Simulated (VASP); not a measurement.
Wanted: the native input for a VASP 6.6.1 run.

* Task: single point
* Functional: PBE
* Potentials or basis: VASP PAW PBE potentials, release 64 (Mo_sv)
* Cutoff: 520 eV
* k mesh: 15 × 15 × 8
* Occupations: fermi-dirac, width 0.08 eV
* Spin: no spin polarisation
* Dipole correction: no
* Further INCAR settings: ALGO = Normal; EDIFF = 1e-07; NBANDS = 21

The structure of Mo lies in POSCAR:

```
Mo
1.0
    2.7580637371      0.0000000000      0.0000000000
   -1.3790318685      2.3885532616      0.0000000000
    0.0000000000      0.0000000000      4.8918777210
Mo
2
Direct
    0.3333333333      0.6666666667      0.2500000000
    0.6666666667      0.3333333333      0.7500000000
```

This isn't the form of Mo at room conditions, which is bcc.

The input as run:

INCAR

```
ALGO     = Normal         # electronic algorithm
EDIFF    = 1E-7           # SCF threshold, eV
ENCUT    = 520            # plane-wave cutoff, eV
GGA      = PE             # functional
ISIF     = 2              # what is computed and relaxed
ISMEAR   = -1             # smearing method
LASPH    = True           # aspherical terms in the spheres
LCHARG   = False          # write CHGCAR
LREAL    = False          # projectors in reciprocal space
LWAVE    = False          # write WAVECAR
NBANDS   = 21             # bands
NELM     = 80             # most SCF steps
PREC     = Accurate       # precision mode
SIGMA    = 0.08           # smearing width, eV
```

KPOINTS

```
k-points
0
Gamma
  15 15 8
```

Potentials or basis: VASP PAW PBE potentials, release 64 (Mo_sv).

Command:

```sh
$ cat potpaw_PBE.64/Mo_sv/POTCAR > POTCAR
$ mpirun -np 1 vasp_std > vasp.out
```

Results of the run:

The pressure is 0.5 GPa and the band gap on the k mesh is zero (bands 14 and 15 overlap by 1.85 eV).

It took 27 s on 1 thread of Intel(R) Xeon(R) 6975P-C (Granite Rapids) (shared host), peak memory 0.2 GiB.
